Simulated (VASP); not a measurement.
## Cr: single point with RPBE

The system is Cr.

```
Cr
1.0
     2.51448    0.00000    0.00000
    -1.25724    2.17760    0.00000
     0.00000    0.00000    8.87947
Cr
4
Direct
  0.00000 0.00000 0.00000
  0.00000 0.00000 0.50000
  0.33333 0.66667 0.25000
  0.66667 0.33333 0.75000
```

This isn't the form of Cr at room conditions, which is bcc.

```
Program                : VASP 6.6.1
Task                   : single point
Functional             : RPBE
Potentials or basis    : VASP PAW PBE potentials, release 64 (Cr_pv)
Cutoff                 : 520 eV
k mesh                 : 16 × 16 × 4
Occupations            : fermi-dirac, width 0.05 eV
Spin                   : collinear spin, antiferromagnetic start
Starting moments       : [1.5, 1.5, -1.5, -1.5] μB
Dipole correction      : no
Further INCAR settings : ALGO = Normal; EDIFF = 1e-06; NBANDS = 36
```

```
Pressure                                              : -0.3 GPa
Band gap on the k mesh                                : zero (filled and empty bands overlap)
Net moment                                            : 0.00 μB per cell
Valence electrons inside the program's atomic spheres : Cr 10.98
```

Stress tensor (GPa, compression positive):
```
-0.25  0.00  0.00
 0.00 -0.25  0.00
 0.00  0.00 -0.50
```

Levels at points of the mesh, in eV from the Fermi level:
Spin up:
```
           k point  band 22  band 23  band 24  band 25  band 26  band 27
(0.00, 0.00, 0.00)    -0.34    -0.34    -0.18    -0.18    -0.16    -0.08
(0.50, 0.00, 0.00)    -0.30    -0.19     0.90     0.90     1.68     2.22
(0.00, 0.00, 0.50)    -0.35    -0.35    -0.35    -0.17    -0.17    -0.17
(0.50, 0.00, 0.50)     0.09     0.11     0.11     0.61     0.61     1.82
```
Spin down:
| k point | band 21 | band 22 | band 23 | band 24 | band 25 | band 26 | band 27 | band 28 |
| --- | --- | --- | --- | --- | --- | --- | --- | --- |
| (0.00, 0.00, 0.00) | -0.42 | -0.34 | -0.34 | -0.18 | -0.18 | -0.16 | -0.08 | -0.08 |
| (0.50, 0.00, 0.00) | -0.74 | -0.30 | -0.19 | 0.90 | 0.90 | 1.68 | 2.22 | 2.25 |
| (0.00, 0.00, 0.50) | -0.35 | -0.35 | -0.35 | -0.35 | -0.17 | -0.17 | -0.17 | -0.17 |
| (0.50, 0.00, 0.50) | 0.09 | 0.09 | 0.11 | 0.11 | 0.61 | 0.61 | 1.82 | 1.82 |

Run time: 6.9 min on 1 thread of Intel(R) Xeon(R) Platinum 8259CL CPU @ 2.50GHz (Skylake/Cascade Lake) (shared host), peak memory 0.33 GiB.

Caveat: the moments typed at the start vanished in this run; the PAW data sets were made with another functional, which shifts forces and pressure a little.
